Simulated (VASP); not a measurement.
# MgAl15HN16 (a cell with a defect) in VASP: electric field gradients with HSE06

Aim: the electric field gradients of MgAl15HN16 (a cell with a defect) with HSE06.

All numbers are computed with VASP 6.6.1; they aren't measurements. Logs are shortened: lines on timing, memory, paths and dates and some standing lists are left out, and cuts for length are marked.

### 1 The cell of the first run

The cell holds a defect, 33 atoms: a = 6.260 Å, b = 6.260 Å, c = 10.035 Å, α = 90.00°, β = 90.00°, γ = 120.00°.

### 2 Electric field gradients, HSE06, collinear spin

Input file POSCAR:

```
MgAl15HN16
1.0
    6.2595139128      0.0000000578      0.0000000000
   -3.1297570064      5.4208980350      0.0000000000
    0.0000000000      0.0000000000     10.0348065929
Al Mg N H
15 1 16 1
Direct
    0.3330485561      0.1654951204      0.2537354809
    0.3292750077      0.1692704651      0.7534213549
    0.1629624545      0.3355941379      1.0029681776
    0.3326206759      0.6742313622      0.2534061903
    0.1663987139      0.8377256534      0.5018571780
    0.3290096152      0.6669821917      0.7538622688
    0.1617597730      0.8353188741      1.0016905837
    0.8242774712      0.1659703086      0.2534126341
    0.6610318025      0.3321859601      0.5018255931
    0.8314457733      0.1693827460      0.7538359447
    0.6632055986      0.3368032364      1.0016813164
    0.8298771170      0.6687762049      0.2527251777
    0.6616467271      0.8368322528      0.5021137983
    0.8299168146      0.6685558068      0.7507012507
    0.6634805586      0.8350940415      1.0018557676
    0.1626808279      0.3359209498      0.5045876242
    0.3345917224      0.1640330737      0.4411251403
    0.1647023349      0.3338557940      0.1928938214
    0.3292916004      0.1692237894      0.9433256463
    0.1642982129      0.3341388165      0.7062531555
    0.3357571761      0.6834719525      0.4410317508
    0.1573341624      0.8304389189      0.1881029432
    0.3292712997      0.6720187620      0.9438233230
    0.1647472783      0.8341804516      0.6931788937
    0.8151401186      0.1627821582      0.4410018042
    0.6679600702      0.3411953466      0.1880858568
    0.8264815641      0.1691959994      0.9437857463
    0.6643602161      0.3335954800      0.6931472930
    0.8287892084      0.6698079042      0.4429540452
    0.6674818069      0.8311845716      0.1886301971
    0.8284099617      0.6700961454      0.9395097699
    0.6639874061      0.8341598377      0.6937209218
    0.4986473590     -0.0001383546      0.3331524574
```

Input file INCAR.step1:

```
SYSTEM = MgAl15HN16
ALGO     = Normal         ! electronic algorithm
EDIFF    = 1E-5           ! SCF threshold, eV
ENCUT    = 520            ! plane-wave cutoff, eV
GGA      = PE             ! functional
GGA_COMPAT= .FALSE.      
ISIF     = 2              ! what is computed and relaxed
ISMEAR   = -1             ! smearing method
ISPIN    = 2              ! spin polarisation
ISYM     = -1           
LASPH    = .TRUE.         ! aspherical terms in the spheres
LCHARG   = .FALSE.        ! write CHGCAR
LORBIT   = 11             ! projections on sites
LREAL    = Auto         
LWAVE    = .TRUE.         ! write WAVECAR
MAGMOM   = 0 0 0 0 0 0 0 0 0 0 0 0 0 0 0 0.01 0.06 0 0 0 0.09 0.05 0 0 0.09 0.05 0 0 0 0.03 0 0 0.49 ! initial moments
NBANDS   = 90             ! bands
NELECT   = 129.0        
NELM     = 200            ! most SCF steps
NUPDOWN  = 1.0            ! fixed moment
PREC     = Accurate       ! precision mode
SIGMA    = 0.01           ! smearing width, eV
```

Input file INCAR.step2:

```
SYSTEM = MgAl15HN16
ALGO     = Normal         ! electronic algorithm
EDIFF    = 1E-8           ! SCF threshold, eV
ENCUT    = 520            ! plane-wave cutoff, eV
GGA      = PE             ! functional
GGA_COMPAT= .FALSE.      
HFSCREEN = 0.2079         ! screening, 1/A
ISIF     = 2              ! what is computed and relaxed
ISMEAR   = -1             ! smearing method
ISPIN    = 2              ! spin polarisation
ISTART   = 1            
ISYM     = -1           
LASPH    = .TRUE.         ! aspherical terms in the spheres
LCHARG   = .FALSE.        ! write CHGCAR
LEFG     = .TRUE.       
LHFCALC  = .TRUE.         ! exact exchange
LORBIT   = 11             ! projections on sites
LREAL    = Auto         
LWAVE    = .FALSE.        ! write WAVECAR
MAGMOM   = 0 0 0 0 0 0 0 0 0 0 0 0 0 0 0 0.01 0.06 0 0 0 0.09 0.05 0 0 0.09 0.05 0 0 0 0.03 0 0 0.49 ! initial moments
NBANDS   = 90             ! bands
NELECT   = 129.0        
NELM     = 200            ! most SCF steps
NUPDOWN  = 1.0            ! fixed moment
PREC     = Accurate       ! precision mode
PRECFOCK = Fast         
SIGMA    = 0.01           ! smearing width, eV
```

Input file KPOINTS:

```
explicit points
1
Reciprocal
  0.25000000   0.25000000   0.25000000 1
```

Potentials or basis: VASP PAW PBE potentials, release 64 (Al, Mg, N, H).

Launch:

```console
$ cat potpaw_PBE.64/Al/POTCAR potpaw_PBE.64/Mg/POTCAR potpaw_PBE.64/N/POTCAR potpaw_PBE.64/H/POTCAR > POTCAR
$ cp INCAR.step1 INCAR
$ mpirun -np 1 vasp_std > vasp.out
$ cp INCAR.step2 INCAR
$ mpirun -np 1 vasp_std > vasp.out
```

OUTCAR:

```text
SYSTEM = MgAl15HN16
   EDIFF = 1E-8
   ENCUT = 520
   GGA = PE
   HFSCREEN = 0.2079
   ISIF = 2
   ISMEAR = -1
   ISPIN = 2
   ISTART = 1
   ISYM = -1
   LASPH = .TRUE.
   LHFCALC = .TRUE.
   LORBIT = 11
   LREAL = Auto
   NELECT = 129.0
   NELM = 200
   NUPDOWN = 1.0
   PREC = Accurate
   PRECFOCK = Fast

 ion  position               nearest neighbor table
   1  0.333  0.165  0.254-  17 1.88  18 1.92  26 1.93  22 1.93  33 1.96   5 3.06   9 3.06   8 3.07
                             4 3.07   7 3.10  11 3.10   3 3.12  16 3.12  12 3.13  12 3.13   4 3.19
   2  0.329  0.169  0.753-  20 1.85  19 1.91  24 1.91  28 1.91  11 3.08   7 3.08  16 3.08   3 3.09
                             5 3.10   9 3.10   6 3.12  10 3.12  14 3.13  14 3.13  10 3.14   6 3.14
   3  0.163  0.336  0.003-  19 1.90  18 1.91  23 1.92  27 1.92   6 3.08  10 3.08   2 3.09   4 3.11
                             8 3.11   1 3.12  11 3.13   7 3.13  15 3.13  15 3.13   7 3.13  11 3.13
   4  0.333  0.674  0.253-  21 1.88  22 1.91  30 1.93  33 1.94  18 1.94  13 3.07   5 3.07   1 3.07
                             8 3.08  15 3.10   7 3.10   3 3.11  16 3.12  12 3.13  12 3.13   8 3.18
   5  0.166  0.838  0.502-  21 1.86  17 1.87  24 1.92  29 1.92   1 3.06   4 3.07  14 3.09  12 3.09
                             9 3.10   2 3.10  13 3.10   6 3.11  16 3.13  16 3.13  13 3.16   9 3.16
   6  0.329  0.667  0.754-  20 1.87  24 1.90  23 1.91  32 1.91   3 3.08  16 3.08  15 3.08   7 3.08
                            13 3.10   5 3.11  10 3.11   2 3.12  14 3.13  14 3.13   2 3.14  10 3.14
   7  0.162  0.835  0.002-  22 1.87  23 1.89  19 1.90  31 1.91   2 3.08   6 3.08  14 3.10  12 3.10
                             1 3.10   4 3.10  15 3.12  11 3.12   3 3.13   3 3.13  11 3.14  15 3.14
   8  0.824  0.166  0.253-  25 1.88  26 1.91  30 1.93  33 1.94  18 1.94   9 3.07  13 3.07   1 3.07
                             4 3.08  15 3.10  11 3.10   3 3.11  16 3.12  12 3.13  12 3.13   4 3.18
   9  0.661  0.332  0.502-  25 1.86  17 1.87  28 1.92  29 1.92   1 3.06   8 3.07  14 3.09  12 3.09
[... 16 lines left out ...]
  18  0.165  0.334  0.193-   3 1.91   1 1.92   4 1.94   8 1.94
  19  0.329  0.169  0.943-   3 1.90   7 1.90  11 1.90   2 1.91
  20  0.164  0.334  0.706-   2 1.85  10 1.87   6 1.87  16 2.02
  21  0.336  0.683  0.441-   5 1.86  13 1.87   4 1.88  16 1.99
  22  0.157  0.830  0.188-   7 1.87  12 1.89   4 1.91   1 1.93
[... 8 lines left out ...]
  31  0.828  0.670  0.940-  14 1.89  15 1.89  11 1.91   7 1.91
  32  0.664  0.834  0.694-  14 1.89   6 1.91  10 1.91  13 1.92
  33  0.499  1.000  0.333-   8 1.94   4 1.94   1 1.96

IMPORTANT INFORMATION: All symmetrisations will be switched off!
NOSYMM: (Re-)initialisation of all symmetry stuff for point group C_1.

----------------------------------------------------------------------------------------

                                     Primitive cell

  volume of cell :     340.5029

  direct lattice vectors                    reciprocal lattice vectors
[... 359 lines left out ...]
     -1.58030      4.54123      5.03604         0.029652      0.002329      0.001049
     -0.02805      3.61564      7.56486        -0.010530     -0.020753      0.017162
[... 25 lines left out ...]
      1.54552      4.52190      6.96136         0.012441     -0.002645     -0.005651
     -0.00803      5.42015      3.34312         0.004810     -0.003994      0.107841
 -----------------------------------------------------------------------------------
    total drift:                               -0.009708      0.009057      0.061156

  FREE ENERGIE OF THE ION-ELECTRON SYSTEM (eV)
  ---------------------------------------------------
  free  energy   TOTEN  =      -272.6668592428 eV

  energy  without entropy=     -272.6668592428  energy(sigma->0) =     -272.66685924

 Electric field gradients (V/A^2)
---------------------------------------------------------------------
 ion       V_xx      V_yy      V_zz      V_xy      V_xz      V_yz
---------------------------------------------------------------------
   1       1.432     9.098   -10.530     6.535     0.323    -0.207
   2     -10.304     5.278     5.026    13.476     1.567    -0.921
   3      -3.117     4.920    -1.804     7.064    -2.439     1.409
   4       0.536     7.343    -7.879     6.206     1.919    -4.621
   5      -5.738    -1.081     6.819     9.917     3.077     4.860
   6       0.662    -5.431     4.770     7.427     1.960    -2.903
[... 25 lines left out ...]
  32      -0.980    10.050    -9.069     9.476    -1.203     0.939
  33       1.163     1.353    -2.515     0.162    -0.347     0.203
---------------------------------------------------------------------

 Electric field gradients after diagonalization (V/A^2)
 (convention: |V_zz| > |V_xx| > |V_yy|)
----------------------------------------------------------------------
 ion       V_xx      V_yy      V_zz     asymmetry (V_yy - V_xx)/ V_zz
----------------------------------------------------------------------
   1     -10.548    -2.294    12.842       0.643
   2      13.053     5.168   -18.221       0.433
   3      -8.424    -0.605     9.029       0.866
   4     -10.482    -1.028    11.509       0.821
   5      12.526     1.090   -13.616       0.840
   6       5.644     5.538   -11.182       0.010
[... 25 lines left out ...]
  32      -9.757    -5.743    15.500       0.259
  33       1.445     1.114    -2.560       0.129
----------------------------------------------------------------------

           NMR quadrupolar parameters

 Cq : quadrupolar parameter    Cq=e*Q*V_zz/h
 eta: asymmetry parameters     (V_yy - V_xx)/ V_zz
 Q  : nuclear electric quadrupole moment in mb (millibarn)
----------------------------------------------------------------------
 ion       Cq(MHz)       eta       Q (mb)
----------------------------------------------------------------------
   1       0.031       0.643       1.000
   2      -0.044       0.433       1.000
   3       0.022       0.866       1.000
   4       0.028       0.821       1.000
   5      -0.033       0.840       1.000
   6      -0.027       0.010       1.000
[... 25 lines left out ...]
  32       0.037       0.259       1.000
  33      -0.006       0.129       1.000
----------------------------------------------------------------------

 total charge

# of ion       s       p       d       tot
------------------------------------------
    1        0.424   0.443   0.000   0.867
    2        0.432   0.457   0.000   0.889
    3        0.428   0.443   0.000   0.872
    4        0.423   0.445   0.000   0.867
    5        0.435   0.459   0.000   0.894
    6        0.433   0.456   0.000   0.889
[... 25 lines left out ...]
   32        1.231   2.621   0.000   3.852
   33        0.492   0.018   0.000   0.510
--------------------------------------------------
tot         26.901  49.052   0.087  76.041

 magnetization (x)

# of ion       s       p       d       tot
------------------------------------------
    1       -0.002  -0.001   0.000  -0.003
    2       -0.000   0.000   0.000  -0.000
    3       -0.000  -0.000   0.000  -0.000
    4       -0.002  -0.001   0.000  -0.003
    5        0.000   0.001   0.000   0.001
    6       -0.000   0.000   0.000   0.000
[... 25 lines left out ...]
   32       -0.000  -0.000   0.000  -0.000
   33        0.277   0.003   0.000   0.280
--------------------------------------------------
tot          0.292   0.332   0.003   0.626
```

Run time: 11 min. Hardware: 1 thread of Intel Xeon Platinum 8488C (Sapphire Rapids), shared host; peak memory 0.75 GiB.

Results:

* Free energy: -272.6669 eV
* Largest force: 0.160 eV/Å
* Net moment: 1.00 μB per cell
* Site moments: Al -0.00, +0.00 (each value once); Mg +0.01; N +0.05, +0.00, -0.00, +0.08, +0.04, +0.03 (each value once); H +0.28 μB
* Largest electric field gradient by atom: Al +12.8, -18.2, +9.0, +11.5, -13.6, -11.2, +10.8, -13.7, -11.3, -8.3, -9.8, +9.4 (each value once); Mg -8.0; N -25.9, +17.4, +18.8, -25.3, -13.0, +16.2, +17.6, +16.4, -13.2, +14.2, +18.5, +15.5 (each value once); H -2.6 V/Å²
* Valence electrons inside the program's atomic spheres: Al 0.87, 0.89, 0.90 (each value once); Mg 0.54; N 3.87, 3.83, 3.86, 3.85, 3.84 (each value once); H 0.51

Forces in eV/Å, atoms in the order of the input:
```
Al  -0.099  0.057  0.023
Al  -0.031  0.016  0.021
Al   0.007 -0.005  0.026
Al  -0.005 -0.099  0.019
Al   0.030  0.002  0.001
Al  -0.011 -0.021  0.017
Al   0.008 -0.002  0.028
Al   0.088  0.057  0.016
Al   0.003 -0.029  0.002
Al   0.016  0.017  0.016
Al   0.011 -0.004  0.026
Al  -0.006  0.000  0.010
Al  -0.016  0.013 -0.004
Al  -0.009  0.004  0.018
Al   0.001 -0.003  0.027
Mg   0.012 -0.006 -0.001
N    0.110 -0.061 -0.100
N   -0.005  0.001 -0.043
N   -0.005  0.002 -0.016
N    0.004 -0.004  0.043
N   -0.018  0.128 -0.089
N    0.056  0.037  0.016
N    0.000  0.000 -0.019
N    0.003 -0.002 -0.004
N   -0.117 -0.053 -0.087
N   -0.001 -0.064  0.018
N   -0.002  0.006 -0.014
N    0.001  0.003 -0.002
N   -0.009  0.003 -0.030
N   -0.027  0.015 -0.013
N   -0.004 -0.001 -0.008
N    0.012 -0.003 -0.006
H    0.005 -0.004  0.108
```

Electric field gradients, principal values (V/Å²):
```
 atom   least   middle  greatest (by size)
 1 Al  -2.294  -10.548              12.842
 2 Al   5.168   13.053             -18.221
 3 Al  -0.605   -8.424               9.029
 4 Al  -1.028  -10.482              11.509
 5 Al   1.090   12.526             -13.616
 6 Al   5.538    5.644             -11.182
 7 Al  -3.046   -7.742              10.788
 8 Al  -1.126  -10.423              11.549
 9 Al   1.172   12.521             -13.693
10 Al   5.452    5.813             -11.265
11 Al  -3.028   -7.759              10.788
12 Al   0.410    7.912              -8.322
13 Al  -0.346  -11.198              11.543
14 Al   2.141    7.642              -9.783
15 Al  -0.710   -8.701               9.411
16 Mg   3.603    4.372              -7.975
 17 N   3.319   22.589             -25.908
 18 N  -6.510  -10.846              17.357
 19 N  -3.852  -14.940              18.792
 20 N   1.088   24.207             -25.295
 21 N   3.410    9.626             -13.036
 22 N  -4.686  -11.544              16.230
 23 N  -4.007  -13.596              17.603
 24 N  -6.028  -10.354              16.381
 25 N   3.311    9.845             -13.156
 26 N  -4.467  -11.732              16.199
 27 N  -4.069  -13.574              17.643
 28 N  -6.245  -10.134              16.379
 29 N  -6.076   -8.108              14.184
 30 N  -6.508  -11.965              18.473
 31 N  -4.919  -12.440              17.359
 32 N  -5.743   -9.757              15.500
 33 H   1.114    1.445              -2.560
```

Caveat: the cell carries a net charge on a neutralising background, which shifts energy and pressure; without QUAD_EFG the Cq values of the log hold for a quadrupole moment of 1 mb, not for the nuclei; the PAW data sets were made with another functional, which shifts forces and pressure a little; the total moment is fixed, so each spin has its own Fermi level and the state may be an excited one.
